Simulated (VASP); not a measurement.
Here is a VASP 6.6.1 calculation.

INCAR

```
SYSTEM = SiC
PREC = Accurate
ENCUT = 600
EDIFF = 1E-7
ISMEAR = 0
SIGMA = 0.1
LREAL = .False.
LASPH = .True.
NELM = 100
ALGO = Normal
ISIF = 3
LWAVE = .False.
LCHARG = .False.
GGA = PE
IBRION = 2
NSW = 90
EDIFFG = -0.04
```

KPOINTS

```
regular mesh
0
Gamma
  6 6 6
  0 0 0
```

POSCAR

```
SiC
1.0
    3.9236989100      0.0000000000      0.0000000000
   -1.9618494600      3.3980229400      0.0000000000
    0.0000000000      0.0000000000      3.4563668200
Si C
2 2
Direct
    0.3333333300      0.6666666700      0.5000000000
    0.6666666700      0.3333333300      0.5000000000
    0.3333333300      0.6666666700      0.0000000000
    0.6666666700      0.3333333300      0.0000000000
```

Potentials or basis: VASP PAW PBE potentials, release 64 (Si, C).

Run with:

```bash
$ cat potpaw_PBE.64/Si/POTCAR potpaw_PBE.64/C/POTCAR > POTCAR
$ mpirun -np 1 vasp_std > vasp.out
```

Task: What does it give for the space group after relaxing (to 0.05 Å)?

Result: P6/mmm (No. 191).

Task: Estimate the relaxed cell.

Result: a = 3.989 Å, b = 3.989 Å, c = 3.994 Å, α = 90.00°, β = 90.00°, γ = 120.00°.

Task: Predict the relaxed volume.

Result: 13.76 Å³/atom.

The path:
```csv
step,energy change (eV),largest force (eV/Å),pressure (GPa),volume (Å³)
1,0.0000,0.0000,44.01,46.08
2,-0.4775,0.0000,-17.93,69.92
3,-1.5792,0.0000,-1.86,57.02
4,-1.5786,0.0000,-2.40,57.25
5,-1.6188,0.0000,-1.79,56.14
6,-1.6239,0.0000,-1.42,55.63
7,-1.6254,0.0000,1.04,54.61
8,-1.6269,0.0000,-0.01,55.03
```

Caveat: the volume moved by over 15 % at a fixed basis, so the end points are rough.
